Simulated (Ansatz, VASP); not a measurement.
# Two plane-wave programs on InP

INCAR

```
ALGO     = Normal         # electronic algorithm
EDIFF    = 1E-8           # SCF threshold, eV
ENCUT    = 520            # plane-wave cutoff, eV
GGA      = PE             # functional
ISIF     = 2              # what is computed and relaxed
ISMEAR   = -1             # smearing method
LASPH    = True           # aspherical terms in the spheres
LCHARG   = False          # write CHGCAR
LEFG     = True         
LREAL    = False          # projectors in reciprocal space
LWAVE    = False          # write WAVECAR
NBANDS   = 16             # bands
NELM     = 80             # most SCF steps
PREC     = Accurate       # precision mode
SIGMA    = 0.08           # smearing width, eV
```

The input KPOINTS:

```
k-points
0
Gamma
  14 14 14
```

Contents of POSCAR:

```
InP
1.0
    0.0000000000      2.8248947093      2.8248947093
    2.8248947093      0.0000000000      2.8248947093
    2.8248947093      2.8248947093      0.0000000000
In P
1 1
Direct
    0.0000000000      0.0000000000      0.0000000000
    0.5000000000      0.5000000000      0.5000000000
```

Input for Ansatz:

```yaml
crystal:
  lattice:
    - [0.0, 2.8248947093, 2.8248947093]
    - [2.8248947093, 0.0, 2.8248947093]
    - [2.8248947093, 2.8248947093, 0.0]
  atoms:
    - { symbol: In, position: [0.0, 0.0, 0.0] }
    - { symbol: P, position: [0.5, 0.5, 0.5] }
kpoints:
  mp_grid: { grid: [14, 14, 14] }
scf:
  occupations: { method: fermi_dirac, width: 0.08 }
hamiltonian:
  xc: pbe
  pseudopotentials: { kind: paw }
output:
  forces: true
  stress: true
  eigenvalues: true
  efg: { contact_densities: true }
```

Change from the starting cell: volume scaled by 1.06, PAW files.

Alike in both runs: task electric field gradients; functional PBE; k mesh 14 × 14 × 14; occupations fermi-dirac, width 0.08 eV; no spin polarisation.

|  | VASP | Ansatz |
| --- | --- | --- |
| version | VASP 6.6.1 | Ansatz 0.2.0 |
| potentials or method | VASP PAW PBE potentials, release 64 (In_d, P) | PAW with Ansatz's default frozen-core files, scalar-relativistic |
| plane-wave cutoff (eV) | 520 | 420 |
| valence electrons in the cell | 18 | 18 |

```csv
,VASP,Ansatz,Ansatz less VASP
pressure (GPa),-3.7,-3.7,+0.03
```
